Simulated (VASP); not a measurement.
A run of VASP 6.6.1 is set up as follows.

File INCAR:

```
PREC = Accurate
ENCUT = 500
EDIFF = 1E-6
ISMEAR = 0
SIGMA = 0.05
LREAL = F
LASPH = T
NELM = 120
ALGO = Normal
ISIF = 2
LWAVE = F
LCHARG = T
GGA = PS
LELF = T
LVHAR = T
NBANDS = 20
GGA_COMPAT = F
```

Contents of KPOINTS:

```
regular mesh
0
Gamma
  12 12 2
```

POSCAR

```
WS2
1.0
    3.2594020841      0.1059796255      0.0183069659
   -1.5379199941      2.5241431054     -0.0303659079
    0.0986610871     -0.1320046438     17.7563998700
W S
1 2
Direct
    0.3396080873      0.6679915480     -0.0010761996
    0.6664175587      0.3310221597      0.9082315257
    0.6606410206      0.3343196256      0.0928446739
```

Potentials or basis: VASP PAW PBE potentials, release 64 (W_sv, S).

The run is started by

```bash
$ cat potpaw_PBE.64/W_sv/POTCAR potpaw_PBE.64/S/POTCAR > POTCAR
$ mpirun -np 1 vasp_std > vasp.out
```

(1) Estimate the band gap on the k mesh.

(2) Estimate the largest force.

## Answers

(1) 1.67 eV, indirect (least direct gap 2.16 eV).

(2) 1.529 eV/Å.

Caveat: the cell differs from its parent crystal (atoms moved at random and the cell strained at random); the PAW data sets were made with another functional, which shifts forces and pressure a little; spin-orbit coupling is left out, which moves the levels of the heavy elements.
